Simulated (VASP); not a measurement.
Write the native input for VASP 6.6.1 that does the following.

```yaml
Task: single point
Functional: LDA
Potentials_or_basis: VASP PAW LDA potentials, release 64 (Zr_sv, O)
Cutoff: 600 eV
k_mesh: 6 × 6 × 6
Occupations: methfessel-paxton, width 0.1 eV
Spin: no spin polarisation
Dipole_correction: no
Further_INCAR_settings: ALGO = Normal; EDIFF = 1e-06; NBANDS = 19
```

The structure of ZrO2 (Cubic zirconia) lies in POSCAR:

```
ZrO2
1.0
    0.0000000000      2.5179860645      2.5179860645
    2.5179860645      0.0000000000      2.5179860645
    2.5179860645      2.5179860645      0.0000000000
Zr O
1 2
Direct
    0.0000000000      0.0000000000      0.0000000000
    0.2500000000      0.2500000000      0.2500000000
    0.7500000000      0.7500000000      0.7500000000
```

The input as run:

INCAR

```
SYSTEM = ZrO2
PREC = Accurate
ENCUT = 600
EDIFF = 1E-6
ISMEAR = 1
SIGMA = 0.1
LREAL = .FALSE.
LASPH = .TRUE.
NELM = 120
ALGO = Normal
ISIF = 2
LWAVE = .FALSE.
LCHARG = .FALSE.
NBANDS = 19
GGA_COMPAT = .FALSE.
```

KPOINTS

```
regular mesh
0
G
  6 6 6
  0 0 0
```

Potentials or basis: VASP PAW LDA potentials, release 64 (Zr_sv, O).

Command:

```sh
$ cat potpaw_LDA.64/Zr_sv/POTCAR potpaw_LDA.64/O/POTCAR > POTCAR
$ mpirun -np 1 vasp_std > vasp.out
```

It gave:

- Pressure: -1.0 GPa
- Band gap on the k mesh: 3.32 eV, indirect (least direct gap 3.77 eV)

Wall time 5.8 s on 1 thread of Intel(R) Xeon(R) 6975P-C (Granite Rapids), on a shared host, peak memory 0.14 GiB.
